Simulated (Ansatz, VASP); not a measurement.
## Si2WC3 in VASP and in Ansatz

```
CELL_PARAMETERS angstrom
2.92853 0.00000 0.00000
0.00000 2.92853 0.00000
0.00000 0.00000 7.55994
ATOMIC_POSITIONS crystal
Si 0.50000 0.50000 0.34330
Si 0.50000 0.50000 0.65670
W 0.50000 0.50000 0.00000
C 0.00000 0.00000 0.89799
C 0.00000 0.00000 0.10201
C 0.00000 0.00000 0.50000
```

Change from the starting cell: species swapped into the Li3Tl2Cd type (P4/mmm, No. 123).

Alike in both runs: functional PBE; k mesh 5 × 5 × 2; occupations gaussian, width 0.2 eV; no spin polarisation.

Ansatz relaxed the structure, and its values are those at the end. VASP's run is a single point on that final structure, the one shown.

```csv
,VASP,Ansatz
version,VASP 6.6.1,Ansatz 0.2.0
potentials or method,"VASP PAW PBE potentials, release 64 (Si, W_sv, C), cutoff 600 eV","scalar-relativistic, plane waves, PAW"
valence electrons in the cell,34,34
```

Ansatz gave:

```
gap on the k mesh at the Fermi level (eV) : none
pressure (GPa)                            : 0.0
rms of the force components (eV/Å)        : 0.019
```

Task: What did VASP give for the same quantities?

Result: gap on the k mesh at the Fermi level (eV): none; pressure (GPa): 0.4; rms of the force components (eV/Å): 0.049.

A gap of «none» marks a metal or a gap that the smearing closes. With one functional, cell and mesh, what is left measures potentials, basis and numerics.

The k mesh is coarse, so the values compare programs but aren't converged. Spin-orbit coupling is off throughout.
